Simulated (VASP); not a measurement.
# W (C2/m) in VASP: further runs

Runs on W. Level: PBEsol. Tasks: single point.

Everything below comes from runs of VASP 6.6.1. Logs are shortened: lines on timing, memory, paths and dates and some standing lists are left out, and cuts for length are marked.

**1. The cell of the first run**

The structure is monoclinic, space group C2/m (No. 12). Conventional cell: a = 3.998 Å, b = 3.998 Å, c = 3.998 Å, α = 90.00°, β = 90.00°, γ = 90.00°. W (site symmetry m) has 12 W at 2.59 to 3.08 Å within 3.4 Å.

**2. Single point, PBEsol (atoms displaced along several vibrational modes)**

The input, INCAR:

```
SYSTEM = W
PREC     = Accurate       ! precision mode
ENCUT    = 520            ! plane-wave cutoff, eV
EDIFF    = 1E-6           ! SCF threshold, eV
ISMEAR   = 0              ! smearing method
SIGMA    = 0.15           ! smearing width, eV
LREAL    = .FALSE.        ! projectors in reciprocal space
LASPH    = .TRUE.         ! aspherical terms in the spheres
NELM     = 60             ! most SCF steps
ALGO     = Fast           ! electronic algorithm
ISIF     = 2              ! what is computed and relaxed
LWAVE    = .FALSE.        ! write WAVECAR
LCHARG   = .TRUE.         ! write CHGCAR
GGA      = PS             ! functional
LELF     = .TRUE.         ! ELF
LVHAR    = .TRUE.       
NBANDS   = 21             ! bands
```

The input, KPOINTS:

```
regular mesh
0
G
  16 16 12
  0 0 0
```

The input, POSCAR:

```
W
1.0
    0.0000000000     -1.9991269216     -1.9991269216
    0.0000000000      1.9991269216     -1.9991269216
    3.9982538432      0.0000000000      0.0000000000
W
2
Direct
    0.5404176439      0.4595823561      0.4965985151
   -0.0404176439      0.0404176439      0.0034014849
```

Potentials or basis: VASP PAW PBE potentials, release 64 (W_sv).

Launch:

```sh
> cat potpaw_PBE.64/W_sv/POTCAR > POTCAR
> mpirun -np 1 vasp_std > vasp.out
```

OUTCAR:

```text
SYSTEM = W
   PREC = Accurate
   ENCUT = 520
   EDIFF = 1E-6
   ISMEAR = 0
   LREAL = .FALSE.
   LASPH = .TRUE.
   NELM = 60
   ISIF = 2
   GGA = PS

 ion  position               nearest neighbor table
   1  0.540  0.460  0.497-   2 2.59   2 2.63   2 2.83   2 2.83   2 2.86   2 2.86   2 3.05   2 3.08

   2  0.960  0.040  0.003-   1 2.59   1 2.63   1 2.83   1 2.83   1 2.86   1 2.86   1 3.05   1 3.08

  LATTYP: Found a simple tetragonal cell.
 ALAT       =     2.8271924054
 C/A-ratio  =     1.4142135624

  Lattice vectors:

 A1 = (   0.0000000000,  -1.9991269216,  -1.9991269216)
 A2 = (   0.0000000000,   1.9991269216,  -1.9991269216)
 A3 = (   3.9982538432,   0.0000000000,   0.0000000000)

Analysis of symmetry for initial positions (statically):
=====================================================================
 Subroutine PRICEL returns:
 Original cell was already a primitive cell.

 Routine SETGRP: Setting up the symmetry group for a
 simple tetragonal supercell.

 Subroutine GETGRP returns: Found  4 space group operations
 (whereof  2 operations were pure point group operations)
 out of a pool of 16 trial point group operations.

The static configuration has the point symmetry C_1h.
 The point group associated with its full space group is C_2h.

Analysis of symmetry for dynamics (positions and initial velocities):
=====================================================================
 Subroutine PRICEL returns:
 Original cell was already a primitive cell.

 Routine SETGRP: Setting up the symmetry group for a
 simple tetragonal supercell.

 Subroutine GETGRP returns: Found  4 space group operations
 (whereof  2 operations were pure point group operations)
 out of a pool of 16 trial point group operations.

The dynamic configuration has the point symmetry C_1h.
 The point group associated with its full space group is C_2h.

 Subroutine INISYM returns: Found  4 space group operations
 (whereof  2 operations are pure point group operations),
 and found     1 'primitive' translations

----------------------------------------------------------------------------------------

                                     Primitive cell

  volume of cell :      31.9581

[... 82 lines left out ...]
   ISPIN  =      1    spin polarized calculation?
   LNONCOLLINEAR =      F non collinear calculations
   LSORBIT =      F    spin-orbit coupling
   LASPH  =      T    aspherical Exc in radial PAW
   ENCUT  =  520.0 eV  38.22 Ry    6.18 a.u.   5.26  5.26  7.43*2*pi/ulx,y,z
   NELM   =     60;   NELMIN=  2; NELMDL= -5     # of ELM steps
   EDIFF  = 0.1E-05   stopping-criterion for ELM
   LREAL  =      F    real-space projection
   EDIFFG = 0.1E-04   stopping-criterion for IOM
   NSW    =      0    number of steps for IOM
   IBRION =     -1    ionic relax: 0-MD 1-quasi-New 2-CG
   NFREE  =      0    steps in history (QN), initial steepest desc. (CG)
   ISIF   =      2    stress and relaxation
   ISYM   =      2    0-nonsym 1-usesym 2-fastsym
   POTIM  = 0.5000    time-step for ionic-motion
   TEBEG  =    0.0;   TEEND  =   0.0 temperature during run
   PSTRESS=    0.0 pullay stress
   NELECT =      28.0000    total number of electrons
   NUPDOWN=      -1.0000    fix difference up-down
   EMIN   =  10.00;   EMAX   =-10.00  energy-range for DOS
   EFERMI =   0.00;   METHOD = LEGACY
   ISMEAR =     0;   SIGMA  =   0.15  broadening in eV -4-tet -1-fermi 0-gaus
   EFERMI_NEDOS =   21; number of points for ismear=-14 and -15
   IALGO  =     68    algorithm
   IMIX   =      4    mixing-type and parameters
     AMIX     =   0.40;   BMIX     =  1.00
     AMIX_MAG =   1.60;   BMIX_MAG =  1.00
  volume/ion in A,a.u.               =      15.98       107.83
  Fermi-wavevector in a.u.,A,eV,Ry     =   1.566512  2.960279 33.388164  2.453961
  Thomas-Fermi vector in A             =   2.668829
   LORBIT       =      0    0 simple, 1 ext, 2 COOP (PROOUT), +10 PAW based schemes
   GGA     = PS    functional components
   LHFCALC =     F    Hartree Fock is set to
   AEXX    =    0.0000 exact exchange contribution
   IVDW    =     0    specifies the selected vdW correction
   LEPSILON=     F    determine dielectric tensor
   LRPA    =     F    only Hartree local field effects (RPA)
 non-spin polarized calculation
 RMM-DIIS sequential band-by-band and
 Gauss-broadening in eV      SIGMA  =   0.15
  energy-cutoff  :      520.00
  volume of cell :       31.96
 maximum number of plane-waves:       888
 NGX is ok and might be reduce to    24
   NGX = 11   NGY = 11   NGZ = 15

 number of electron      28.0000001 magnetization

 Free energy of the ion-electron system (eV)
  ---------------------------------------------------
  ext. energy  EPLUGINS =         0.00000000
  ---------------------------------------------------
  free energy    TOTEN  =       -26.43380628 eV

  energy without entropy =      -26.40974122  energy(sigma->0) =      -26.42177375

 E-fermi :  10.7360     XC(G=0): -13.6773

 val. band max:       10.7357134415   @ k =   0.5000  -0.1250   0.3333
 cond. band min:      10.7377071305   @ k =   0.5000   0.1875   0.5000
 fundamental gap:      0.0019936890
 Fermi energy:        10.7360484107

 k-point     1 :       0.0000    0.0000    0.0000
  band No.  band energies     occupation
      1     -62.8369      2.00000
      2     -62.6406      2.00000
      3     -27.7018      2.00000
      4     -26.9158      2.00000
      5     -26.8656      2.00000
      6     -26.4966      2.00000
[... 565 lines left out ...]
     20      18.3765      0.00000
     21      22.3432      0.00000

 [... further k-points ...]

------------------------ aborting loop because EDIFF is reached ----------------------------------------

  FORCE on cell =-STRESS in cart. coord.  units (eV):
  Direction    XX          YY          ZZ          XY          YZ          ZX
  --------------------------------------------------------------------------------------
  -------------------------------------------------------------------------------------
  Total        2.3376486     -0.0880496      1.7962242     -0.2394998      0.0000000      0.0000000
  in kB      117.1949019     -4.4142488     90.0513091    -12.0070012      0.0000000      0.0000000
  external PRESSURE =      67.6106541 kB  Pullay stress =       0.0000000 kB

 VOLUME and BASIS-vectors are now :
 -----------------------------------------------------------------------------
  energy-cutoff  :      520.00
  volume of cell :       31.96
      direct lattice vectors                 reciprocal lattice vectors
     0.000000000 -1.999126922 -1.999126922     0.000000000 -0.250109182 -0.250109182
     0.000000000  1.999126922 -1.999126922     0.000000000  0.250109182 -0.250109182
     3.998253843  0.000000000  0.000000000     0.250109182  0.000000000  0.000000000

 POSITION                                       TOTAL-FORCE (eV/Angst)
 -----------------------------------------------------------------------------------
      1.98553     -0.16160     -1.99913         0.338450      1.206925      0.000000
      0.01360     -1.83753     -1.99913        -0.338450     -1.206925      0.000000
 -----------------------------------------------------------------------------------
    total drift:                                0.000000     -0.000000      0.000000

  FREE ENERGIE OF THE ION-ELECTRON SYSTEM (eV)
  ---------------------------------------------------
  free  energy   TOTEN  =       -26.4338062804 eV

  energy  without entropy=      -26.4097412165  energy(sigma->0) =      -26.42177375
```

stdout:

```text
POSCAR found type information on POSCAR W
 POSCAR found :  1 types and       2 ions
 scaLAPACK will be used
 -----------------------------------------------------------------------------
|                                                                             |
|                                                                             |
|     You enforced a specific xc type in the INCAR file but a different       |
|     I HOPE YOU KNOW WHAT YOU ARE DOING!                                     |
|                                                                             |
 -----------------------------------------------------------------------------

 LDA part: xc-table for (Slater+PW92), standard interpolation
 POSCAR, INCAR and KPOINTS ok, starting setup
 FFT: planning ... GRIDC
 FFT: planning ... GRID_SOFT
 FFT: planning ... GRID
 WAVECAR not read
 entering main loop
WARNING in EDDRMM: call to ZHEGV failed, returncode =   8  4     21
WARNING in EDDRMM: call to ZHEGV failed, returncode =   8  4     17
WARNING in EDDRMM: call to ZHEGV failed, returncode =   8  4     20
WARNING in EDDRMM: call to ZHEGV failed, returncode =   6  3     15
WARNING in EDDRMM: call to ZHEGV failed, returncode =   8  4     19
WARNING in EDDRMM: call to ZHEGV failed, returncode =   8  4     18
WARNING in EDDRMM: call to ZHEGV failed, returncode =   8  4     19
WARNING in EDDRMM: call to ZHEGV failed, returncode =   8  4     19
WARNING in EDDRMM: call to ZHEGV failed, returncode =   8  4     18
```

Run time: 5.1 min. Hardware: 1 thread of Intel Xeon Platinum 8259CL at 2.50GHz (Skylake/Cascade Lake), shared host; peak memory 0.5 GiB.

What came out:

* Free energy: -26.4338 eV
* Pressure: 6.8 GPa
* Largest force: 1.253 eV/Å
* Band gap on the k mesh: zero (bands 14 and 15 overlap by 3.54 eV)

Forces on the atoms (eV/Å):
```
W    0.338  1.207  0.000
W   -0.338 -1.207  0.000
```

Stress tensor (GPa, compression positive):
```
11.72 -1.20  0.00
-1.20 -0.44  0.00
 0.00  0.00  9.01
```

Caveat: the cell differs from its parent crystal (atoms displaced along several vibrational modes); the stress differs along the axes, from -0 to 12 GPa; the PAW data sets were made with another functional, which shifts forces and pressure a little; spin-orbit coupling is left out, which moves the levels of the heavy elements.

**3. Single point, PBEsol (atoms displaced along several vibrational modes)**

The input, INCAR:

```
SYSTEM = W
PREC = Accurate
ENCUT = 520
EDIFF = 1E-6
ISMEAR = 0
SIGMA = 0.15
LREAL = .FALSE.
LASPH = .TRUE.
NELM = 80
ALGO = Fast
ISIF = 2
LWAVE = .FALSE.
LCHARG = .FALSE.
GGA = PS
NBANDS = 21
```

The input, KPOINTS:

```
Automatic mesh
0
G
  16 16 12
  0 0 0
```

The input, POSCAR:

```
W
1.0
    0.0000000000     -1.9991269216     -1.9991269216
    0.0000000000      1.9991269216     -1.9991269216
    3.9982538432      0.0000000000      0.0000000000
W
2
Direct
    0.5202088219      0.4797911781      0.4897955454
   -0.0202088219      0.0202088219      0.0102044546
```

Potentials or basis: VASP PAW PBE potentials, release 64 (W_sv).

Launch:

```sh
> cat potpaw_PBE.64/W_sv/POTCAR > POTCAR
> mpirun -np 1 vasp_std > vasp.out
```

It took 5.1 min on 1 thread of Intel Xeon Platinum 8259CL at 2.50GHz (Skylake/Cascade Lake), shared host; peak memory 0.5 GiB.

It converged, with:

| Quantity | Value |
| --- | --- |
| Free energy | -26.5348 eV |
| Pressure | 3.0 GPa |
| Largest force | 1.289 eV/Å |
| Band gap on the k mesh | zero (bands 14 and 15 overlap by 3.65 eV) |

Forces in eV/Å, atoms in the order of the input:
```
W    1.167  0.548  0.000
W   -1.167 -0.548  0.000
```

Stress tensor (GPa, compression positive):
```
 2.11 -2.81  0.00
-2.81  1.66  0.00
 0.00  0.00  5.27
```

Levels at points of the mesh, in eV from the Fermi level:
```csv
k point,band 11,band 12,band 13,band 14,band 15,band 16,band 17,band 18
"(0.00, 0.00, 0.00)",-4.71,-0.75,-0.64,-0.49,2.30,2.67,3.50,5.09
"(0.50, 0.00, 0.00)",-2.65,-2.16,-2.05,-1.41,0.73,0.91,1.97,3.02
"(0.50, 0.50, 0.00)",-4.71,-4.64,2.87,3.20,5.11,5.62,5.66,5.93
"(0.00, 0.00, 0.50)",-3.45,-2.85,-0.76,0.22,1.51,1.53,1.91,1.99
"(0.50, 0.00, 0.50)",-0.99,-0.98,-0.81,-0.74,0.73,0.75,5.01,5.05
"(0.50, 0.50, 0.50)",-2.30,-2.25,-1.87,-1.83,1.40,1.43,5.98,6.00
```

Caveat: the cell differs from its parent crystal (atoms displaced along several vibrational modes); the cell stands under pressure; the PAW data sets were made with another functional, which shifts forces and pressure a little; spin-orbit coupling is left out, which moves the levels of the heavy elements.

**4. Single point, PBEsol (atoms displaced along several vibrational modes)**

The input, INCAR:

```
PREC     = Accurate       # precision mode
ENCUT    = 520            # plane-wave cutoff, eV
EDIFF    = 1E-6           # SCF threshold, eV
ISMEAR   = 0              # smearing method
SIGMA    = 0.15           # smearing width, eV
LREAL    = F              # projectors in reciprocal space
LASPH    = T              # aspherical terms in the spheres
NELM     = 60             # most SCF steps
ALGO     = Fast           # electronic algorithm
ISIF     = 2              # what is computed and relaxed
LWAVE    = F              # write WAVECAR
LCHARG   = F              # write CHGCAR
GGA      = PS             # functional
NBANDS   = 21             # bands
```

The input, KPOINTS:

```
regular mesh
0
Gamma
  16 16 12
```

The input, POSCAR:

```
W
1.0
    0.0000000000     -1.9991269216     -1.9991269216
    0.0000000000      1.9991269216     -1.9991269216
    3.9982538432      0.0000000000      0.0000000000
W
2
Direct
    0.5303132329      0.4696867671      0.4965985151
   -0.0303132329      0.0303132329      0.0034014849
```

Potentials or basis: VASP PAW PBE potentials, release 64 (W_sv).

Launch:

```sh
> cat potpaw_PBE.64/W_sv/POTCAR > POTCAR
> mpirun -np 1 vasp_std > vasp.out
```

OUTCAR:

```text
PREC = Accurate
   ENCUT = 520
   EDIFF = 1E-6
   ISMEAR = 0
   LREAL = F
   LASPH = T
   NELM = 60
   ISIF = 2
   GGA = PS

 ion  position               nearest neighbor table
   1  0.530  0.470  0.497-   2 2.64   2 2.68   2 2.82   2 2.82   2 2.86   2 2.86   2 2.99   2 3.02

   2  0.970  0.030  0.003-   1 2.64   1 2.68   1 2.82   1 2.82   1 2.86   1 2.86   1 2.99   1 3.02

  LATTYP: Found a simple tetragonal cell.
 ALAT       =     2.8271924054
 C/A-ratio  =     1.4142135624

[... 768 lines left out ...]

------------------------ aborting loop because EDIFF is reached ----------------------------------------

  FORCE on cell =-STRESS in cart. coord.  units (eV):
  Direction    XX          YY          ZZ          XY          YZ          ZX
  --------------------------------------------------------------------------------------
  -------------------------------------------------------------------------------------
  Total        1.3854935     -0.1392379      1.2149440     -0.2519092      0.0000000      0.0000000
  in kB       69.4598723     -6.9805063     60.9096010    -12.6291318      0.0000000      0.0000000
  external PRESSURE =      41.1296557 kB  Pullay stress =       0.0000000 kB

 VOLUME and BASIS-vectors are now :
 -----------------------------------------------------------------------------
  energy-cutoff  :      520.00
  volume of cell :       31.96
      direct lattice vectors                 reciprocal lattice vectors
     0.000000000 -1.999126922 -1.999126922     0.000000000 -0.250109182 -0.250109182
     0.000000000  1.999126922 -1.999126922     0.000000000  0.250109182 -0.250109182
     3.998253843  0.000000000  0.000000000     0.250109182  0.000000000  0.000000000

 POSITION                                       TOTAL-FORCE (eV/Angst)
 -----------------------------------------------------------------------------------
      1.98553     -0.12120     -1.99913         0.370843      0.890161      0.000000
      0.01360     -1.87793     -1.99913        -0.370843     -0.890161      0.000000
 -----------------------------------------------------------------------------------
    total drift:                                0.000000      0.000000     -0.000000

  FREE ENERGIE OF THE ION-ELECTRON SYSTEM (eV)
  ---------------------------------------------------
  free  energy   TOTEN  =       -26.5180610983 eV

  energy  without entropy=      -26.4928567959  energy(sigma->0) =      -26.50545895
```

OSZICAR:

```text
N       E                     dE             d eps       ncg     rms          rms(c)
DAV:   1     0.268930696908E+03    0.26893E+03   -0.15775E+04 34740   0.155E+03
DAV:   2    -0.187086214597E+02   -0.28764E+03   -0.28021E+03 37327   0.459E+02
DAV:   3    -0.277040551496E+02   -0.89954E+01   -0.88040E+01 39808   0.797E+01
DAV:   4    -0.277927032878E+02   -0.88648E-01   -0.88514E-01 37402   0.834E+00
DAV:   5    -0.277935628728E+02   -0.85958E-03   -0.85957E-03 39808   0.861E-01    0.296E+01
RMM:   6    -0.267855286088E+02    0.10080E+01   -0.11191E+00 35975   0.815E+00    0.124E+01
RMM:   7    -0.265239809593E+02    0.26155E+00   -0.86348E-01 38336   0.683E+00    0.878E-01
RMM:   8    -0.265178534492E+02    0.61275E-02   -0.37750E-02 43847   0.159E+00    0.365E-01
RMM:   9    -0.265179701029E+02   -0.11665E-03   -0.75464E-03 43159   0.749E-01    0.732E-02
RMM:  10    -0.265180416176E+02   -0.71515E-04   -0.94628E-04 47044   0.300E-01    0.142E-02
RMM:  11    -0.265180581071E+02   -0.16490E-04   -0.23562E-04 45729   0.146E-01    0.151E-02
RMM:  12    -0.265180604216E+02   -0.23145E-05   -0.43911E-05 43258   0.633E-02    0.820E-03
RMM:  13    -0.265180608308E+02   -0.40922E-06   -0.14247E-05 37831   0.344E-02    0.144E-03
RMM:  14    -0.265180610983E+02   -0.26747E-06   -0.15906E-06 29196   0.108E-02
   1 F= -.26518061E+02 E0= -.26505459E+02  d E =-.252043E-01
```

Wall time 5.6 min (1 thread of Intel Xeon Platinum 8488C (Sapphire Rapids), shared host); peak memory 0.5 GiB.

Results:

```
Free energy            : -26.5181 eV
Pressure               : 4.1 GPa
Largest force          : 0.964 eV/Å
Band gap on the k mesh : zero (bands 14 and 15 overlap by 3.59 eV)
```

Forces in eV/Å, atoms in the order of the input:
```
W    0.371  0.890  0.000
W   -0.371 -0.890  0.000
```

Levels at points of the mesh, in eV from the Fermi level:
```csv
k point,band 12,band 13,band 14,band 15,band 16,band 17
"(0.00, 0.00, 0.00)",-0.84,-0.65,-0.42,2.34,2.84,3.28
"(0.50, 0.00, 0.00)",-2.50,-1.74,-1.47,0.83,1.24,1.66
"(0.50, 0.50, 0.00)",-4.57,2.58,3.20,5.09,5.35,5.87
"(0.00, 0.00, 0.50)",-3.14,-0.55,-0.24,1.74,1.85,1.87
"(0.50, 0.00, 0.50)",-1.08,-0.69,-0.66,0.76,0.78,4.81
"(0.50, 0.50, 0.50)",-2.07,-2.02,-1.93,1.54,1.56,5.99
```

Caveat: the cell differs from its parent crystal (atoms displaced along several vibrational modes); the stress differs along the axes, from -1 to 7 GPa; the PAW data sets were made with another functional, which shifts forces and pressure a little; spin-orbit coupling is left out, which moves the levels of the heavy elements.

**5. Summary**

```tsv
cell	gap on the mesh (eV)	pressure (GPa)	largest force (eV/Å)
as given, atomic positions A	none	6.8	1.25
as given, atomic positions B	none	3.0	1.29
as given, atomic positions C	none	4.1	0.96
```

Alike in all rows: task single point; level PBEsol; potentials or basis VASP PAW PBE potentials, release 64 (W_sv); no spin polarisation; k mesh 16 × 16 × 12; cutoff (eV) 520; smearing gaussian 0.15 eV.

Caveats: the PAW data sets were made with another functional, which shifts forces and pressure a little; spin-orbit coupling is left out, which moves the levels of the heavy elements; the stress differs along the axes, from -0 to 12 GPa (at least some runs); the cell stands under pressure (at least some runs); the stress differs along the axes, from -1 to 7 GPa (at least some runs).

Total energies depend on the potentials used, so only differences within one code and one set of settings carry meaning.
